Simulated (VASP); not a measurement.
CoO, 2 atoms in the cell. The structure is trigonal, space group R-3m (No. 166). Conventional cell: a = 3.075 Å, b = 3.075 Å, c = 6.756 Å, α = 90.00°, β = 90.00°, γ = 120.00°. Within 2.8 Å of Co (site symmetry -3m) lie 6 O at 2.10 Å. O (site symmetry -3m) has 6 Co at 2.10 Å within 2.8 Å.  This cell differs from its parent crystal: volume scaled by 0.97, then relaxed in part.

* Program: VASP 6.6.1
* Task: single point
* Functional: PBE
* Potentials or basis: VASP PAW PBE potentials, release 64 (Co, O)
* Cutoff: 520 eV
* k mesh: 18 × 18 × 18
* Occupations: gaussian, width 0.1 eV
* Spin: collinear spin, ferromagnetic start
* Starting moments: [2.7, 0.34] μB
* Dipole correction: no
* Further INCAR settings: ALGO = Normal; EDIFF = 1e-06; NBANDS = 18

Potentials or basis: VASP PAW PBE potentials, release 64 (Co, O).

Run with:

```console
$ cat potpaw_PBE.64/Co/POTCAR potpaw_PBE.64/O/POTCAR > POTCAR
$ mpirun -np 1 vasp_std > vasp.out
```

Hardware: 1 thread of Intel(R) Xeon(R) 6975P-C (Granite Rapids) (shared host).

Task: How long does it take, and how much memory?

Result: It took 2.4 min on 1 thread of Intel(R) Xeon(R) 6975P-C (Granite Rapids) (shared host), peak memory 0.39 GiB. Counts: scf iterations 16, k points 580.
